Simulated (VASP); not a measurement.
## WS2: single point with PBE+D3(BJ)

WS2, a slab with vacuum:

```
S W
1.0
     3.15548    0.00000    0.00000
    -1.57774    2.73273    0.00000
     0.00000    0.00000   68.72951
S W
8 4
Cartesian
  0.0000 1.8218 23.6744
  0.0000 1.8218 26.8263
  1.5777 0.9109 29.7544
  1.5777 0.9109 32.9030
  0.0000 1.8218 35.8265
  0.0000 1.8218 38.9751
  1.5777 0.9109 41.9032
  1.5777 0.9109 45.0552
  1.5777 0.9109 25.2513
  0.0000 1.8218 31.3287
  1.5777 0.9109 37.4008
  0.0000 1.8218 43.4782
```

```json
{"Program": "VASP 6.6.1", "Task": "single point", "Functional": "PBE", "Dispersion": "D3(BJ)", "Potentials or basis": "VASP PAW PBE potentials, release 64 (S, W_sv)", "Cutoff": "520 eV", "k mesh": "12 × 12 × 1", "Occupations": "gaussian, width 0.01 eV", "Spin": "no spin polarisation"}
```

| Quantity | Value |
| --- | --- |
| Largest force | 0.004 eV/Å |
| Band gap on the k mesh | 1.06 eV (least direct gap 1.85 eV) |
| Dispersion energy per atom | -0.402 eV |

Forces in eV/Å, atoms in the order of the input:
```
S    0.000  0.000 -0.004
S    0.000  0.000  0.003
S    0.000  0.000 -0.003
S    0.000  0.000  0.003
S    0.000  0.000 -0.003
S    0.000  0.000  0.003
S    0.000  0.000 -0.003
S    0.000  0.000  0.004
W    0.000  0.000 -0.001
W    0.000  0.000  0.000
W    0.000  0.000  0.000
W    0.000  0.000  0.001
```

Levels at points of the mesh, in eV from the valence-band top:
```tsv
k point	band 48	band 49	band 50	band 51	band 52	band 53	band 54	band 55	band 56	band 57
(0.00, 0.00, 0.00)	-1.80	-1.06	-0.57	-0.21	0.00	2.32	2.32	2.32	2.32	2.33
(0.50, 0.00, 0.00)	-1.73	-1.68	-1.60	-1.54	-1.50	2.35	2.37	2.39	2.40	2.65
```

Run time: 40 min on 1 thread of Oxide Virtual Turin-like Processor (shared host), peak memory 0.89 GiB.

Caveat: spin-orbit coupling is left out, which moves the levels of the heavy elements.
